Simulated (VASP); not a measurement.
A run of VASP 6.6.1 is set up as follows.

File INCAR:

```
SYSTEM = Tc3Sn
PREC = Accurate ; ENCUT = 520
EDIFF = 1E-6 ; ISMEAR = -1
SIGMA = 0.15 ; LREAL = .FALSE.
LASPH = .TRUE. ; NELM = 100
ALGO = Normal ; ISIF = 2
LWAVE = .FALSE. ; LCHARG = .FALSE.
GGA = PE ; NBANDS = 34
```

The input KPOINTS:

```
Automatic mesh
0
G
  6 6 6
  0 0 0
```

Contents of POSCAR:

```
Tc3Sn
1.0
    0.0000000000      3.1721940000      3.1721940000
    3.1721940000      0.0000000000      3.1721940000
    3.1721940000      3.1721940000      0.0000000000
Tc Sn
3 1
Direct
    0.2500000000      0.2500000000      0.2500000000
    0.7500000000      0.7500000000      0.7500000000
    0.5000000000      0.5000000000      0.5000000000
    0.0000000000      0.0000000000      0.0000000000
```

Potentials or basis: VASP PAW PBE potentials, release 64 (Tc_pv, Sn_d).

Launch:

```console
$ cat potpaw_PBE.64/Tc_pv/POTCAR potpaw_PBE.64/Sn_d/POTCAR > POTCAR
$ mpirun -np 1 vasp_std > vasp.out
```

Task: What does it give for the pressure?

Result: -1.4 GPa.

Task: Predict the band gap on the k mesh.

Result: Zero (an odd number of electrons rules out a gap without spin polarisation).

Caveat: spin-orbit coupling is left out, which moves the levels of the heavy elements.
